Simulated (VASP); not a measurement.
# SnO in VASP: single point with PBE

Aim: the single point of SnO with PBE.

Everything below comes from runs of VASP 6.6.1. Logs are shortened: lines on timing, memory, paths and dates and some standing lists are left out, and cuts for length are marked.

## (1) The cell of the first run

The typed cell holds 8 atoms: a = 3.868 Å, b = 3.867 Å, c = 10.170 Å, α = 90.00°, β = 90.00°, γ = 90.00°.

## (2) Single point, PBE

The input, INCAR:

```
PREC = Accurate
ENCUT = 520
EDIFF = 1E-6
ISMEAR = 0
SIGMA = 0.02
LREAL = False
LASPH = True
NELM = 100
ALGO = Normal
ISIF = 2
LWAVE = False
LCHARG = False
GGA = PE
NBANDS = 50
```

The input, KPOINTS:

```
Automatic mesh
0
Gamma
  6 6 2
```

The input, POSCAR:

```
SnO
1.0
    2.7347666995     -2.7348225494     -0.0000297932
    2.7346217381      2.7346776349      0.0000076683
   -0.0000413165      0.0000699340     10.1703849124
Sn O
4 4
Direct
    0.7407241431      0.2442467230      0.8649310314
    0.2407460131      0.7442649243      0.1368425566
    0.7407391605      0.2442670661      0.3649189210
    0.2407781915      0.7442922821      0.6368410038
    0.2407406863      0.2442458220      0.2508890760
    0.7407661862      0.7442629896      0.7508767953
    0.2407468006      0.2442764695      0.7508898796
    0.7407298690      0.7442792387      0.2508803738
```

Potentials or basis: VASP PAW PBE potentials, release 64 (Sn_d, O).

Launch:

```
cat potpaw_PBE.64/Sn_d/POTCAR potpaw_PBE.64/O/POTCAR > POTCAR
mpirun -np 1 vasp_std > vasp.out
```

OUTCAR:

```text
PREC = Accurate
   ENCUT = 520
   EDIFF = 1E-6
   ISMEAR = 0
   LREAL = False
   LASPH = True
   NELM = 100
   ISIF = 2
   GGA = PE

 ion  position               nearest neighbor table
   1  0.741  0.244  0.865-   7 2.25   6 2.25   6 2.25   7 2.26   4 3.59   4 3.59   4 3.59   4 3.59

   2  0.241  0.744  0.137-   5 2.25   8 2.25   5 2.25   8 2.25   3 3.59   3 3.59   3 3.59   3 3.59

   3  0.741  0.244  0.365-   8 2.25   5 2.25   8 2.25   5 2.25   2 3.59   2 3.59   2 3.59   2 3.59

   4  0.241  0.744  0.637-   7 2.25   6 2.25   7 2.25   6 2.25   1 3.59   1 3.59   1 3.59   1 3.59

   5  0.241  0.244  0.251-   2 2.25   3 2.25   3 2.25   2 2.25
   6  0.741  0.744  0.751-   4 2.25   1 2.25   4 2.25   1 2.25
   7  0.241  0.244  0.751-   4 2.25   1 2.25   4 2.25   1 2.26
   8  0.741  0.744  0.251-   3 2.25   2 2.25   3 2.25   2 2.25

  LATTYP: Found a simple monoclinic cell.
 ALAT       =     3.8673786752
 B/A-ratio  =     2.6297877107
 C/A-ratio  =     1.4142365925
 COS(beta)  =    -0.7070808188

  Lattice vectors:

 A1 = (   2.7346217381,   2.7346776349,   0.0000076683)
 A2 = (   0.0000413165,  -0.0000699340, -10.1703849124)
 A3 = (  -5.4693884376,   0.0001449145,   0.0000221249)

Analysis of symmetry for initial positions (statically):
=====================================================================
 Subroutine PRICEL returns:
 Original cell was already a primitive cell.

 Routine SETGRP: Setting up the symmetry group for a
 simple monoclinic supercell.

 Subroutine GETGRP returns: Found  1 space group operations
 (whereof  1 operations were pure point group operations)
 out of a pool of  4 trial point group operations.

The static configuration has the point symmetry C_1 .

Analysis of symmetry for dynamics (positions and initial velocities):
=====================================================================
 Subroutine PRICEL returns:
 Original cell was already a primitive cell.

 Routine SETGRP: Setting up the symmetry group for a
 simple monoclinic supercell.

 Subroutine GETGRP returns: Found  1 space group operations
 (whereof  1 operations were pure point group operations)
 out of a pool of  4 trial point group operations.

The dynamic configuration has the point symmetry C_1 .

 Subroutine INISYM returns: Found  1 space group operations
 (whereof  1 operations are pure point group operations),
 and found     1 'primitive' translations

----------------------------------------------------------------------------------------

                                     Primitive cell

  volume of cell :     152.1226

  direct lattice vectors                    reciprocal lattice vectors
     2.734766700 -2.734822549 -0.000029793     0.182830954 -0.182827217  0.000002000
     2.734621738  2.734677635  0.000007668     0.182840642  0.182836909 -0.000000514
    -0.000041317  0.000069934 10.170384912     0.000000398 -0.000000673  0.098324696

  length of vectors
     3.867583649  3.867378675 10.170384913     0.258559372  0.258573076  0.098324696

  position of ions in fractional coordinates (direct lattice)
     0.740724143  0.244246723  0.864931031
     0.240746013  0.744264924  0.136842557
     0.740739160  0.244267066  0.364918921
     0.240778191  0.744292282  0.636841004
     0.240740686  0.244245822  0.250889076
     0.740766186  0.744262990  0.750876795
     0.240746801  0.244276470  0.750889880
     0.740729869  0.744279239  0.250880374

  ion indices of the primitive-cell ions
   primitive index   ion index
                 1           1
                 2           2
                 3           3
                 4           4
                 5           5
                 6           6
                 7           7
                 8           8

----------------------------------------------------------------------------------------

 KPOINTS: Automatic mesh

Automatic generation of k-mesh.
 Grid dimensions read from file:
 generate k-points for:    6    6    2

 Generating k-lattice:

  Cartesian coordinates                     Fractional coordinates (reciprocal lattice)
     0.030471826 -0.030471203  0.000000333     0.166666667 -0.000000000  0.000000000
     0.030473440  0.030472818 -0.000000086    -0.000000000  0.166666667 -0.000000000
     0.000000199 -0.000000337  0.049162348     0.000000000  0.000000000  0.500000000

  Length of vectors
     0.043093229  0.043095513  0.049162348

  Shift w.r.t. Gamma in fractional coordinates (k-lattice)
     0.000000000  0.000000000  0.000000000

 Subroutine IBZKPT returns following result:
 ===========================================

 Found     40 irreducible k-points:

 Following reciprocal coordinates:
            Coordinates               Weight
  0.000000  0.000000  0.000000      1.000000
  0.166667 -0.000000 -0.000000      2.000000
  0.333333  0.000000 -0.000000      2.000000
  0.500000 -0.000000  0.000000      1.000000
 -0.000000  0.166667  0.000000      2.000000
  0.166667  0.166667 -0.000000      2.000000
[... 16 lines left out ...]
  0.333333 -0.000000  0.500000      2.000000
  0.500000  0.000000  0.500000      1.000000
 [... further k-points ...]
   k-points           NKPTS =     40   k-points in BZ     NKDIM =     40   number of bands    NBANDS=     50
   number of dos      NEDOS =    301   number of ions     NIONS =      8
   total plane-waves  NPLWV =  72000
   dimension x,y,z NGX =    30 NGY =   30 NGZ =   80
   dimension x,y,z NGXF=    60 NGYF=   60 NGZF=  160
   ions per type =               4   4
   NGX,Y,Z   is equivalent  to a cutoff of  12.90, 12.90, 13.08 a.u.
   NGXF,Y,Z  is equivalent  to a cutoff of  25.79, 25.79, 26.15 a.u.
 SYSTEM =  unknown system
   PREC   = accura    normal or accurate (medium, high low for compatibility)
   ISTART =      0    job   : 0-new  1-cont  2-samecut
   ICHARG =      2    charge: 1-file 2-atom 10-const
   ISPIN  =      1    spin polarized calculation?
   LNONCOLLINEAR =      F non collinear calculations
   LSORBIT =      F    spin-orbit coupling
   LASPH  =      T    aspherical Exc in radial PAW
   ENCUT  =  520.0 eV  38.22 Ry    6.18 a.u.   7.19  7.19 18.91*2*pi/ulx,y,z
   NELM   =    100;   NELMIN=  2; NELMDL= -5     # of ELM steps
   EDIFF  = 0.1E-05   stopping-criterion for ELM
   LREAL  =      F    real-space projection
   EDIFFG = 0.1E-04   stopping-criterion for IOM
   NSW    =      0    number of steps for IOM
   IBRION =     -1    ionic relax: 0-MD 1-quasi-New 2-CG
   NFREE  =      0    steps in history (QN), initial steepest desc. (CG)
   ISIF   =      2    stress and relaxation
   ISYM   =      2    0-nonsym 1-usesym 2-fastsym
   POTIM  = 0.5000    time-step for ionic-motion
   TEBEG  =    0.0;   TEEND  =   0.0 temperature during run
   PSTRESS=    0.0 pullay stress
   NELECT =      80.0000    total number of electrons
   NUPDOWN=      -1.0000    fix difference up-down
   EMIN   =  10.00;   EMAX   =-10.00  energy-range for DOS
   EFERMI =   0.00;   METHOD = LEGACY
   ISMEAR =     0;   SIGMA  =   0.02  broadening in eV -4-tet -1-fermi 0-gaus
   EFERMI_NEDOS =   21; number of points for ismear=-14 and -15
   IALGO  =     38    algorithm
   IMIX   =      4    mixing-type and parameters
     AMIX     =   0.40;   BMIX     =  1.00
     AMIX_MAG =   1.60;   BMIX_MAG =  1.00
  volume/ion in A,a.u.               =      19.02       128.32
  Fermi-wavevector in a.u.,A,eV,Ry     =   1.321418  2.497118 23.757753  1.746146
  Thomas-Fermi vector in A             =   2.451173
   LORBIT       =      0    0 simple, 1 ext, 2 COOP (PROOUT), +10 PAW based schemes
   GGA     = PE    functional components
   LHFCALC =     F    Hartree Fock is set to
   AEXX    =    0.0000 exact exchange contribution
   IVDW    =     0    specifies the selected vdW correction
   LEPSILON=     F    determine dielectric tensor
   LRPA    =     F    only Hartree local field effects (RPA)
 non-spin polarized calculation
 Gauss-broadening in eV      SIGMA  =   0.02
  energy-cutoff  :      520.00
  volume of cell :      152.12
 maximum number of plane-waves:      4132
 NGX is ok and might be reduce to    30
   NGX = 15   NGY = 15   NGZ = 37

 number of electron      80.0000004 magnetization

 Free energy of the ion-electron system (eV)
  ---------------------------------------------------
  ext. energy  EPLUGINS =         0.00000000
  ---------------------------------------------------
  free energy    TOTEN  =       -45.45181722 eV

  energy without entropy =      -45.45181722  energy(sigma->0) =      -45.45181722

 E-fermi :   6.2512     XC(G=0):  -9.8027

 val. band max:        6.0991087250   @ k =   0.0000   0.0000   0.0000
 cond. band min:       6.6242721941   @ k =   0.5000   0.5000  -0.0000
 fundamental gap:      0.5251634690
 Fermi energy:         6.2511523503

 k-point     1 :       0.0000    0.0000    0.0000
  band No.  band energies     occupation
      1     -15.6391      2.00000
      2     -15.6303      2.00000
      3     -15.2850      2.00000
      4     -15.2761      2.00000
      5     -15.2702      2.00000
      6     -15.2702      2.00000
[... 42 lines left out ...]
     49      11.6051      0.00000
     50      11.6056      0.00000

 k-point     2 :       0.1667   -0.0000   -0.0000
  band No.  band energies     occupation
      1     -15.6251      2.00000
      2     -15.6189      2.00000
      3     -15.2985      2.00000
      4     -15.2850      2.00000
      5     -15.2667      2.00000
      6     -15.2657      2.00000
[... 42 lines left out ...]
     49      11.1960      0.00000
     50      11.7611      0.00000

 k-point     3 :       0.3333    0.0000   -0.0000
  band No.  band energies     occupation
      1     -15.5867      2.00000
      2     -15.5862      2.00000
      3     -15.4205      2.00000
      4     -15.4061      2.00000
      5     -15.2691      2.00000
      6     -15.2617      2.00000
[... 42 lines left out ...]
     49      11.9287      0.00000
     50      12.0650      0.00000

 k-point     4 :       0.5000   -0.0000    0.0000
  band No.  band energies     occupation
      1     -15.5254      2.00000
      2     -15.5253      2.00000
      3     -15.5171      2.00000
      4     -15.5170      2.00000
      5     -15.2716      2.00000
      6     -15.2716      2.00000
[... 999 lines left out ...]
 k-point    23 :       0.3333   -0.0000    0.5000
  band No.  band energies     occupation
      1     -15.5866      2.00000
      2     -15.5863      2.00000
      3     -15.4137      2.00000
      4     -15.4135      2.00000
      5     -15.2674      2.00000
      6     -15.2673      2.00000
[... 42 lines left out ...]
     49      12.0296      0.00000
     50      12.0297      0.00000

 k-point    24 :       0.5000    0.0000    0.5000
  band No.  band energies     occupation
      1     -15.5214      2.00000
      2     -15.5213      2.00000
      3     -15.5212      2.00000
      4     -15.5211      2.00000
      5     -15.2644      2.00000
      6     -15.2643      2.00000
[... 42 lines left out ...]
     49      12.0418      0.00000
     50      12.0420      0.00000

 [... further k-points ...]

------------------------ aborting loop because EDIFF is reached ----------------------------------------

  FORCE on cell =-STRESS in cart. coord.  units (eV):
  Direction    XX          YY          ZZ          XY          YZ          ZX
  --------------------------------------------------------------------------------------
  -------------------------------------------------------------------------------------
  Total        0.1664134      0.1636715      0.1454829     -0.0003004     -0.0007085      0.0018659
  in kB        1.7526894      1.7238114      1.5322473     -0.0031641     -0.0074621      0.0196521
  external PRESSURE =       1.6695827 kB  Pullay stress =       0.0000000 kB

 VOLUME and BASIS-vectors are now :
 -----------------------------------------------------------------------------
  energy-cutoff  :      520.00
  volume of cell :      152.12
      direct lattice vectors                 reciprocal lattice vectors
     2.734766700 -2.734822549 -0.000029793     0.182830954 -0.182827217  0.000002000
     2.734621738  2.734677635  0.000007668     0.182840642  0.182836909 -0.000000514
    -0.000041317  0.000069934 10.170384912     0.000000398 -0.000000673  0.098324696

 POSITION                                       TOTAL-FORCE (eV/Angst)
 -----------------------------------------------------------------------------------
      2.69359     -1.35775      8.79666         0.000591     -0.000429      0.074377
      2.69366      1.37694      1.39174        -0.000358     -0.000097     -0.075223
      2.69371     -1.35777      3.71135        -0.000034     -0.000335      0.076395
      2.69380      1.37696      6.47692        -0.000744     -0.000132     -0.074951
      1.32628      0.00957      2.55163         0.000490      0.000856     -0.000532
      4.06107      0.00951      7.63669         0.000016      0.000554      0.000374
      1.32636      0.00967      7.63683         0.000099      0.000026      0.000178
      4.06104      0.00962      2.55153        -0.000061     -0.000445     -0.000618
 -----------------------------------------------------------------------------------
    total drift:                                0.000067     -0.000089     -0.000998

  FREE ENERGIE OF THE ION-ELECTRON SYSTEM (eV)
  ---------------------------------------------------
  free  energy   TOTEN  =       -45.4518172235 eV

  energy  without entropy=      -45.4518172235  energy(sigma->0) =      -45.45181722
```

Wall time 8.5 min (1 thread of Intel Xeon 8259CL, shared host); peak memory 0.39 GiB.

Results:

```yaml
Free_energy: -45.4518 eV
Pressure: 0.2 GPa
Largest_force: 0.076 eV/Å
Band_gap_on_the_k_mesh: 0.53 eV
```

Forces on the atoms (eV/Å):
```
Sn   0.001  0.000  0.074
Sn   0.000  0.000 -0.075
Sn   0.000  0.000  0.076
Sn  -0.001  0.000 -0.075
O    0.000  0.001 -0.001
O    0.000  0.001  0.000
O    0.000  0.000  0.000
O    0.000  0.000 -0.001
```

Caveat: spin-orbit coupling is left out, which moves the levels of the heavy elements.
